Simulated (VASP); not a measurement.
Runs of VASP 6.6.1 on ZnSiP2. The structure is that of space group I-42d (No. 122), or close to it. The cells are those of the table. 

```tsv
level	potentials or basis	cell	k mesh	cutoff (eV)	smearing	gap on the mesh (eV)	pressure (GPa)	largest force (eV/Å)
LDA	VASP PAW LDA potentials, release 64 (Zn, P, Si)	a = 6.465 Å, angles 130.9, 130.9, 72.0°, 8 atoms	7 × 7 × 7	500	fermi-dirac 0.05 eV	1.19	-2.7	0.19
r2SCAN	VASP PAW PBE potentials, release 64 (Zn, P, Si)	a = 6.507 Å, angles 130.9, 130.9, 72.0°, 8 atoms	7 × 7 × 7	550	fermi-dirac 0.05 eV	1.61	-1.8	0.05
LDA	VASP PAW LDA potentials, release 64 (Zn, P, Si)	a = 6.507 Å, angles 130.9, 130.9, 72.0°, 8 atoms	7 × 7 × 7	500	fermi-dirac 0.05 eV	(b)	(a)	0.15
LDA	VASP PAW LDA potentials, release 64 (Zn, P, Si)	a = 6.421 Å, angles 130.9, 130.9, 72.0°, 8 atoms	7 × 7 × 7	500	fermi-dirac 0.05 eV	1.15	-0.9	0.24
LDA	VASP PAW LDA potentials, release 64 (Zn, P, Si)	a = 6.333 Å, angles 130.9, 130.9, 72.0°, 8 atoms	7 × 7 × 7	500	fermi-dirac 0.05 eV	1.07	3.5	0.35
LDA	VASP PAW LDA potentials, release 64 (Zn, P, Si)	a = 6.465 Å, angles 130.9, 130.9, 72.0°, 8 atoms	6 × 6 × 6	500	gaussian 0.01 eV	1.19	-2.7	0.19
PBEsol	VASP PAW PBE potentials, release 64 (Zn, P, Si)	a = 6.465 Å, angles 130.9, 130.9, 72.0°, 8 atoms	6 × 6 × 6	500	gaussian 0.01 eV	(c)	-0.6	0.14
LDA	VASP PAW LDA potentials, release 64 (Zn, P, Si)	a = 6.377 Å, angles 130.9, 130.9, 72.0°, 8 atoms	7 × 7 × 7	500	fermi-dirac 0.05 eV	1.11	1.2	0.29
```

Alike in all rows: task single point; no spin polarisation.

Question: Estimate the missing entries.

Answer: (a) -4.4; (b) 1.23; (c) 1.20.

Caveats: the PAW data sets were made with another functional, which shifts forces and pressure a little (at least some runs); the cell stands under tension (at least some runs); the cell stands under pressure (at least some runs).

A k mesh can miss the band edges.
